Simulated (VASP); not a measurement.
# H12CO8 in VASP: further runs

H12CO8 is run at these levels: PBE+D3(BJ); tasks: single point.

Program: VASP 6.6.1. These are calculated values, not measurements. Logs are shortened: lines on timing, memory, paths and dates and some standing lists are left out, and cuts for length are marked.

## 1. The cell of the first run

The cell holds a disordered packing, 21 atoms: a = 6.266 Å, b = 6.266 Å, c = 6.266 Å, α = 90.00°, β = 90.00°, γ = 90.00°.

## 2. Single point, PBE+D3(BJ)

Contents of INCAR:

```
SYSTEM = H12CO8
PREC     = Accurate       ! precision mode
ENCUT    = 1000           ! plane-wave cutoff, eV
EDIFF    = 1E-6           ! SCF threshold, eV
ISMEAR   = -1             ! smearing method
SIGMA    = 0.02           ! smearing width, eV
LREAL    = Auto         
LASPH    = .True.         ! aspherical terms in the spheres
NELM     = 120            ! most SCF steps
ALGO     = Normal         ! electronic algorithm
ISIF     = 2              ! what is computed and relaxed
LWAVE    = .False.        ! write WAVECAR
LCHARG   = .False.        ! write CHGCAR
GGA      = PE             ! functional
IVDW     = 12             ! dispersion correction
NBANDS   = 48             ! bands
GGA_COMPAT= .False.
```

Contents of KPOINTS:

```
Automatic mesh
0
Gamma
  1 1 1
  0 0 0
```

Contents of POSCAR:

```
H12CO8
1.0
    6.2658270000      0.0000000000      0.0000000000
    0.0000000000      6.2658270000      0.0000000000
    0.0000000000      0.0000000000      6.2658270000
O H C
8 12 1
Direct
    0.2736590078      0.0537359234      0.8402242832
    0.4861130063      0.4105443703      0.3784496444
    1.0757558420      0.2456499358      0.2236735869
    0.2521774061      0.7720289756      0.1892328020
    0.9513827943      0.6491880481      0.8709624444
    0.9234854394      0.9146597887      0.5419396354
    0.6809476227      0.2972791940      0.9333325034
    0.6646369266     -0.0397234076      1.1026477431
    0.1822425037      0.1526693922      0.9078131267
    0.1982340081      0.0328288668      0.6997001354
    0.4370213222      0.5044026910      0.5000297646
    0.5260279290      0.2722066856      0.4484962639
    1.1603576032      0.3665118746      0.2682646680
    1.0341332437      0.1765130126      0.3635753110
    0.3021628270      0.8959391953      0.1073122510
    0.3719221740      0.6707015690      0.1818913928
    0.8696856776      0.5434238768      0.9352157345
    1.0645043344      0.6780429782      0.9686191464
    1.0018789220      0.8324040865      0.4285627420
    0.9060416127      0.8031501668      0.6561304677
    0.6732231835      0.1249635523      1.0149657819
```

Potentials or basis: VASP PAW PBE potentials, release 64 (O_h, H_h, C_h).

Command:

```console
$ cat potpaw_PBE.64/O_h/POTCAR potpaw_PBE.64/H_h/POTCAR potpaw_PBE.64/C_h/POTCAR > POTCAR
$ mpirun -np 1 vasp_gam > vasp.out
```

OUTCAR:

```text
SYSTEM = H12CO8
   PREC = Accurate
   ENCUT = 1000
   EDIFF = 1E-6
   ISMEAR = -1
   LREAL = Auto
   LASPH = .True.
   NELM = 120
   ISIF = 2
   GGA = PE
   IVDW = 12
 IVDW          = 12

 ion  position               nearest neighbor table
   1  0.274  0.054  0.840-   9 0.94  10 1.01
   2  0.486  0.411  0.378-  12 1.00  11 1.01
   3  0.076  0.246  0.224-  13 0.97  14 1.01
   4  0.252  0.772  0.189-  15 0.98  16 0.98
   5  0.951  0.649  0.871-  17 0.93  18 0.95
   6  0.923  0.915  0.542-  19 1.01  20 1.01
   7  0.681  0.297  0.933-  21 1.20
   8  0.665  0.960  0.103-  21 1.17
   9  0.182  0.153  0.908-   1 0.94
  10  0.198  0.033  0.700-   1 1.01
  11  0.437  0.504  0.500-   2 1.01
  12  0.526  0.272  0.448-   2 1.00
  13  0.160  0.367  0.268-   3 0.97
  14  0.034  0.177  0.364-   3 1.01
  15  0.302  0.896  0.107-   4 0.98
  16  0.372  0.671  0.182-   4 0.98
  17  0.870  0.543  0.935-   5 0.93
  18  0.065  0.678  0.969-   5 0.95
  19  0.002  0.832  0.429-   6 1.01
  20  0.906  0.803  0.656-   6 1.01
  21  0.673  0.125  0.015-   8 1.17   7 1.20

  LATTYP: Found a simple cubic cell.
 ALAT       =     6.2658270000

  Lattice vectors:

 A1 = (   6.2658270000,   0.0000000000,   0.0000000000)
 A2 = (   0.0000000000,   6.2658270000,   0.0000000000)
 A3 = (   0.0000000000,   0.0000000000,   6.2658270000)

Analysis of symmetry for initial positions (statically):
=====================================================================
 Subroutine PRICEL returns:
 Original cell was already a primitive cell.

 Routine SETGRP: Setting up the symmetry group for a
 simple cubic supercell.

 Subroutine GETGRP returns: Found  1 space group operations
 (whereof  1 operations were pure point group operations)
 out of a pool of 48 trial point group operations.

The static configuration has the point symmetry C_1 .

Analysis of symmetry for dynamics (positions and initial velocities):
=====================================================================
 Subroutine PRICEL returns:
 Original cell was already a primitive cell.

 Routine SETGRP: Setting up the symmetry group for a
 simple cubic supercell.

 Subroutine GETGRP returns: Found  1 space group operations
 (whereof  1 operations were pure point group operations)
 out of a pool of 48 trial point group operations.

The dynamic configuration has the point symmetry C_1 .

 Subroutine INISYM returns: Found  1 space group operations
 (whereof  1 operations are pure point group operations),
 and found     1 'primitive' translations

----------------------------------------------------------------------------------------

                                     Primitive cell

  volume of cell :     246.0001

  direct lattice vectors                    reciprocal lattice vectors
     6.265827000  0.000000000  0.000000000     0.159595852  0.000000000  0.000000000
     0.000000000  6.265827000  0.000000000     0.000000000  0.159595852  0.000000000
     0.000000000  0.000000000  6.265827000     0.000000000  0.000000000  0.159595852

  length of vectors
     6.265827000  6.265827000  6.265827000     0.159595852  0.159595852  0.159595852

  position of ions in fractional coordinates (direct lattice)
     0.273659008  0.053735923  0.840224283
     0.486113006  0.410544370  0.378449644
     0.075755842  0.245649936  0.223673587
     0.252177406  0.772028976  0.189232802
     0.951382794  0.649188048  0.870962444
     0.923485439  0.914659789  0.541939635
[... 13 lines left out ...]
     0.906041613  0.803150167  0.656130468
     0.673223183  0.124963552  0.014965782

  ion indices of the primitive-cell ions
   primitive index   ion index
                 1           1
                 2           2
                 3           3
                 4           4
                 5           5
                 6           6
[... 13 lines left out ...]
                20          20
                21          21

----------------------------------------------------------------------------------------

 KPOINTS: Automatic mesh

Automatic generation of k-mesh.
 Grid dimensions read from file:
 generate k-points for:    1    1    1

 Generating k-lattice:

  Cartesian coordinates                     Fractional coordinates (reciprocal lattice)
     0.159595852  0.000000000  0.000000000     1.000000000  0.000000000  0.000000000
     0.000000000  0.159595852  0.000000000     0.000000000  1.000000000  0.000000000
     0.000000000  0.000000000  0.159595852     0.000000000  0.000000000  1.000000000

  Length of vectors
     0.159595852  0.159595852  0.159595852

  Shift w.r.t. Gamma in fractional coordinates (k-lattice)
     0.000000000  0.000000000  0.000000000

 Subroutine IBZKPT returns following result:
 ===========================================

 Found      1 irreducible k-points:

 Following reciprocal coordinates:
            Coordinates               Weight
  0.000000  0.000000  0.000000      1.000000
   k-points           NKPTS =      1   k-points in BZ     NKDIM =      1   number of bands    NBANDS=     48
   number of dos      NEDOS =    301   number of ions     NIONS =     21
   total plane-waves  NPLWV = 343000
   dimension x,y,z NGX =    70 NGY =   70 NGZ =   70
   dimension x,y,z NGXF=   140 NGYF=  140 NGZF=  140
   ions per type =               8  12   1
   NGX,Y,Z   is equivalent  to a cutoff of  18.57, 18.57, 18.57 a.u.
   NGXF,Y,Z  is equivalent  to a cutoff of  37.15, 37.15, 37.15 a.u.
 SYSTEM =  H12CO8
   PREC   = accura    normal or accurate (medium, high low for compatibility)
   ISTART =      0    job   : 0-new  1-cont  2-samecut
   ICHARG =      2    charge: 1-file 2-atom 10-const
   ISPIN  =      1    spin polarized calculation?
   LNONCOLLINEAR =      F non collinear calculations
   LSORBIT =      F    spin-orbit coupling
   LASPH  =      T    aspherical Exc in radial PAW
   ENCUT  = 1000.0 eV  73.50 Ry    8.57 a.u.  16.16 16.16 16.16*2*pi/ulx,y,z
   NELM   =    120;   NELMIN=  2; NELMDL= -5     # of ELM steps
   EDIFF  = 0.1E-05   stopping-criterion for ELM
   LREAL  =      T    real-space projection
   EDIFFG = 0.1E-04   stopping-criterion for IOM
   NSW    =      0    number of steps for IOM
   IBRION =     -1    ionic relax: 0-MD 1-quasi-New 2-CG
   NFREE  =      0    steps in history (QN), initial steepest desc. (CG)
   ISIF   =      2    stress and relaxation
   ISYM   =      2    0-nonsym 1-usesym 2-fastsym
   POTIM  = 0.5000    time-step for ionic-motion
   TEBEG  =    0.0;   TEEND  =   0.0 temperature during run
   PSTRESS=    0.0 pullay stress
   NELECT =      64.0000    total number of electrons
   NUPDOWN=      -1.0000    fix difference up-down
   EMIN   =  10.00;   EMAX   =-10.00  energy-range for DOS
   EFERMI =   0.00;   METHOD = LEGACY
   ISMEAR =    -1;   SIGMA  =   0.02  broadening in eV -4-tet -1-fermi 0-gaus
   EFERMI_NEDOS =   21; number of points for ismear=-14 and -15
   IALGO  =     38    algorithm
   IMIX   =      4    mixing-type and parameters
     AMIX     =   0.40;   BMIX     =  1.00
     AMIX_MAG =   1.60;   BMIX_MAG =  1.00
  volume/ion in A,a.u.               =      11.71        79.05
  Fermi-wavevector in a.u.,A,eV,Ry     =   1.045097  1.974946 14.860648  1.092227
  Thomas-Fermi vector in A             =   2.179878
   LORBIT       =      0    0 simple, 1 ext, 2 COOP (PROOUT), +10 PAW based schemes
   GGA     = PE    functional components
   LHFCALC =     F    Hartree Fock is set to
   AEXX    =    0.0000 exact exchange contribution
   IVDW    =    12    specifies the selected vdW correction
   LEPSILON=     F    determine dielectric tensor
   LRPA    =     F    only Hartree local field effects (RPA)
 non-spin polarized calculation
  energy-cutoff  :     1000.00
  volume of cell :      246.00
 maximum number of plane-waves:      8887
 NGX is ok and might be reduce to    70
   NGX = 33   NGY = 33   NGZ = 33

 number of electron      63.9999998 magnetization

 Free energy of the ion-electron system (eV)
  ---------------------------------------------------
  ext. energy  EPLUGINS =         0.00000000
  ---------------------------------------------------
  free energy    TOTEN  =      -110.40038811 eV

  energy without entropy =     -110.40038811  energy(sigma->0) =     -110.40038811

 E-fermi :  -2.8340     XC(G=0):  -6.6653

 val. band max:       -3.3879488230   @ k =   0.0000   0.0000   0.0000
 cond. band min:       1.0900900352   @ k =   0.0000   0.0000   0.0000
 fundamental gap:      4.4780388582
 Fermi energy:        -2.8340397658

 k-point     1 :       0.0000    0.0000    0.0000
  band No.  band energies     occupation
      1     -25.2475      2.00000
      2     -24.1522      2.00000
      3     -22.1184      2.00000
      4     -21.9332      2.00000
      5     -21.7807      2.00000
      6     -21.6468      2.00000
[... 36 lines left out ...]
     43       7.0259      0.00000
     44       7.3406      0.00000
 [bands above 44 left out]

------------------------ aborting loop because EDIFF is reached ----------------------------------------

 Edisp (eV)   -0.73957

 E8    (eV) :    -0.1598

  FORCE on cell =-STRESS in cart. coord.  units (eV):
  Direction    XX          YY          ZZ          XY          YZ          ZX
  --------------------------------------------------------------------------------------
  -------------------------------------------------------------------------------------
  Total       1.58572    -3.01682    -3.29217     2.39431     1.22495     0.65779
  in kB      10.32764   -19.64832   -21.44161    15.59395     7.97801     4.28410
  external pressure =      -10.25 kB  Pullay stress =        0.00 kB

 VOLUME and BASIS-vectors are now :
 -----------------------------------------------------------------------------
  energy-cutoff  :     1000.00
  volume of cell :      246.00
      direct lattice vectors                 reciprocal lattice vectors
     6.265827000  0.000000000  0.000000000     0.159595852  0.000000000  0.000000000
     0.000000000  6.265827000  0.000000000     0.000000000  0.159595852  0.000000000
     0.000000000  0.000000000  6.265827000     0.000000000  0.000000000  0.159595852

 POSITION                                       TOTAL-FORCE (eV/Angst)
 -----------------------------------------------------------------------------------
      1.71470      0.33670      5.26470         0.312924     -0.748324     -2.097455
      3.04590      2.57240      2.37130        -0.324860      0.042896      1.784616
      0.47467      1.53920      1.40150        -0.768395     -0.821865      1.229524
      1.58010      4.83740      1.18570         0.369188     -0.557062      0.020668
      5.96120      4.06770      5.45730         0.454741      1.055769     -1.790257
      5.78640      5.73110      3.39570         0.801419     -0.926982     -0.803769
[... 13 lines left out ...]
      5.67710      5.03240      4.11120         0.202991      0.526181     -0.082723
      4.21830      0.78300      0.09377         0.098095      1.833273     -0.537556
 -----------------------------------------------------------------------------------
    total drift:                               -0.003716      0.004288      0.000017

  FREE ENERGIE OF THE ION-ELECTRON SYSTEM (eV)
  ---------------------------------------------------
  free  energy   TOTEN  =      -111.1399575181 eV

  energy  without entropy=     -111.1399575181  energy(sigma->0) =     -111.13995752
```

Run time: 46 s. Hardware: 1 thread of AMD EPYC 7R13 (Zen 3), shared host; peak memory 0.63 GiB.

Results:

- Free energy: -111.1400 eV
- Pressure: -1.0 GPa
- Largest force: 2.335 eV/Å
- Dispersion energy per atom: -0.035 eV

Forces on the atoms (eV/Å):
```
O    0.313 -0.748 -2.097
O   -0.325  0.043  1.785
O   -0.768 -0.822  1.230
O    0.369 -0.557  0.021
O    0.455  1.056 -1.790
O    0.801 -0.927 -0.804
O   -0.157 -2.202  0.706
O    0.067  0.502 -0.275
H   -0.904  1.091  1.069
H    0.406 -0.287  1.069
H    0.675 -1.065 -1.064
H   -0.335  1.211 -0.462
H    0.384  0.156  0.082
H    0.237  0.467 -1.367
H   -0.260 -0.223 -0.075
H   -0.287  0.343  0.125
H   -1.372 -1.679  0.864
H    1.000  0.567  0.922
H   -0.601  0.715  0.682
H    0.203  0.526 -0.083
C    0.098  1.833 -0.538
```

Caveat: the k points lie up to 1.00 Å⁻¹ apart, too coarse for converged energies, forces and pressures.

[end of part 1 of 2]
